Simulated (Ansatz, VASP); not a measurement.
# One calculation of Al3O2, two programs

Contents of POSCAR:

```
Al3O2
1.0
    3.5219054471      0.0000000000      0.0000000000
   -1.7609527235      3.0500595869      0.0000000000
    0.0000000000      0.0000000000      5.4795127895
Al O
3 2
Direct
    0.0000000000      0.0000000000      0.0000000000
    0.3333333333      0.6666666667      0.6450000000
    0.6666666667      0.3333333333      0.3550000000
    0.3333333333      0.6666666667      0.2450000000
    0.6666666667      0.3333333333      0.7550000000
```

Contents of INCAR.step1:

```
SYSTEM = Al3O2
PREC     = Accurate       ! precision mode
ENCUT    = 600            ! plane-wave cutoff, eV
ISMEAR   = 0              ! smearing method
SIGMA    = 0.1            ! smearing width, eV
LREAL    = .False.        ! projectors in reciprocal space
LASPH    = .True.         ! aspherical terms in the spheres
NELM     = 60             ! most SCF steps
GGA      = PE             ! functional
ALGO     = Normal         ! electronic algorithm
EDIFF    = 1E-4           ! SCF threshold, eV
LWAVE    = .True.         ! write WAVECAR
LCHARG   = .False.        ! write CHGCAR
```

File INCAR.step2:

```
SYSTEM = Al3O2
PREC     = Accurate       ! precision mode
ENCUT    = 600            ! plane-wave cutoff, eV
EDIFF    = 1E-6           ! SCF threshold, eV
ISMEAR   = 0              ! smearing method
SIGMA    = 0.1            ! smearing width, eV
LREAL    = .False.        ! projectors in reciprocal space
LASPH    = .True.         ! aspherical terms in the spheres
NELM     = 60             ! most SCF steps
ALGO     = Normal         ! electronic algorithm
ISIF     = 3              ! what is computed and relaxed
LWAVE    = .False.        ! write WAVECAR
LCHARG   = .False.        ! write CHGCAR
METAGGA  = R2SCAN         ! meta-GGA
LMIXTAU  = .True.       
IBRION   = 2              ! ionic algorithm
NSW      = 90             ! ionic steps
EDIFFG   = -0.04          ! ionic threshold
ISTART   = 1
```

The input KPOINTS:

```
Automatic mesh
0
Gamma
  6 6 4
  0 0 0
```

Input for Ansatz:

```yaml
crystal:
  lattice:
    - [3.5219054471, 0.0, 0.0]
    - [-1.7609527235, 3.0500595869, 0.0]
    - [0.0, 0.0, 5.4795127895]
  atoms:
    - { symbol: Al, position: [0.0, 0.0, 0.0] }
    - { symbol: Al, position: [0.3333333333, 0.6666666667, 0.645] }
    - { symbol: Al, position: [0.6666666667, 0.3333333333, 0.355] }
    - { symbol: O, position: [0.3333333333, 0.6666666667, 0.245] }
    - { symbol: O, position: [0.6666666667, 0.3333333333, 0.755] }
basis:
  ecutwfc: 500
kpoints:
  mp_grid: { grid: [6, 6, 4] }
hamiltonian:
  xc: r2scan
scf:
  occupations: { method: gaussian, width: 0.1 }
  lower_state_search: "off"
output:
  forces: true
  stress: true
  eigenvalues: true
relax:
  adjacent_minimum: "off"
  f_tol: 0.04
  max_steps: 70
  cell: { stress_tol: 0.4 }
```

Alike in both runs: task relaxation of cell and atoms; functional r2SCAN; k mesh 6 × 6 × 4; occupations gaussian, width 0.1 eV; no spin polarisation.

|  | VASP | Ansatz |
| --- | --- | --- |
| version | VASP 6.6.1 | Ansatz 0.2.0 |
| potentials or method | VASP PAW PBE potentials, release 64 (Al, O), cutoff 600 eV | scalar-relativistic, plane waves, PAW |
| valence electrons in the cell | 21 | 21 |

Ansatz gave:

* gap on the k mesh at the Fermi level, each at its own relaxed structure (eV): none
* relaxed volume (Å³/atom): 12.67
* relaxed cell length with the largest relative difference (Å): 8.674

Q: Estimate VASP's values.

A: gap on the k mesh at the Fermi level, each at its own relaxed structure (eV): none; relaxed volume (Å³/atom): 11.80; relaxed cell length with the largest relative difference (Å): 7.923.

VASP's potentials were made for PBE, not for r2SCAN. A gap of «none» marks a metal or a gap that the smearing closes. One of these differences is far larger than is usual between the two programs; its cause wasn't traced.
